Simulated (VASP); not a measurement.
A run of VASP 6.6.1 is set up as follows.

Contents of INCAR:

```
ALGO = Normal
EDIFF = 1E-7
ENCUT = 520
GGA = PE
ISIF = 2
ISMEAR = 0
LASPH = T
LCHARG = F
LREAL = F
LWAVE = F
NBANDS = 17
NELM = 100
PREC = Accurate
SIGMA = 0.1
```

The input KPOINTS:

```
k-points
0
Gamma
  6 4 6
```

The input POSCAR:

```
Hf
1.0
    3.1480385241      0.0000000000      0.0000000000
    0.0000000000      4.5440983614      0.0000000000
    0.0000000000      0.0000000000      3.1571796979
Hf
2
Direct
    0.0000000000      0.0000000000      0.7510274550
    0.5000000000      0.5000000000      0.2489725450
```

Potentials or basis: VASP PAW PBE potentials, release 64 (Hf_pv).

Run with:

```console
$ cat potpaw_PBE.64/Hf_pv/POTCAR > POTCAR
$ mpirun -np 1 vasp_std > vasp.out
```

Problem. What does it give for the band gap on the k mesh?

Solution. Zero (band 10 reaches 5.92 eV, above the bottom of band 11 at 4.22 eV).

Problem. What does it give for the largest force?

Solution. 0.008 eV/Å.

Problem. What does it give for the pressure?

Solution. -0.3 GPa.

Forces in eV/Å, atoms in the order of the input:
```
Hf   0.000  0.000 -0.008
Hf   0.000  0.000  0.008
```

Caveat: spin-orbit coupling is left out, which moves the levels of the heavy elements.
